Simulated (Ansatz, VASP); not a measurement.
**Two plane-wave programs on TiO2**

```
Ti O
1.0
    -1.89210    1.89210    4.61458
     1.89210   -1.89210    4.61458
     1.89210    1.89210   -4.61458
Ti O
2 4
Direct
  0.00000 0.00000 0.00000
  0.75000 0.25000 0.50000
  0.21287 0.21287 0.00000
  0.96287 0.46287 0.50000
  0.53713 0.03713 0.50000
  0.78713 0.78713 0.00000
```

Change from the starting cell: z stretched by -3 %, ions relaxed.

Alike in both runs: functional PBE; k mesh 11 × 11 × 11; occupations fermi-dirac, width 0.02 eV; no spin polarisation.

Ansatz relaxed the structure, and its values are those at the end. VASP's run is a single point on that final structure, the one shown.

|  | VASP | Ansatz |
| --- | --- | --- |
| version | VASP 6.6.1 | Ansatz 0.2.0 |
| potentials or method | VASP PAW PBE potentials, release 64 (Ti_sv, O) | plane-wave PAW, scalar-relativistic |
| plane-wave cutoff (eV) | 520 | 420 |
| valence electrons in the cell | 48 | 48 |

```tsv
	VASP	Ansatz	Ansatz less VASP
gap on the k mesh at the Fermi level (eV)	1.98	2.00	+0.025
pressure (GPa)	10.8	10.0	-0.75
rms of the force components (eV/Å)	0.013	0.001	-0.0120
```

Ansatz's warnings: stress scf threshold loose.
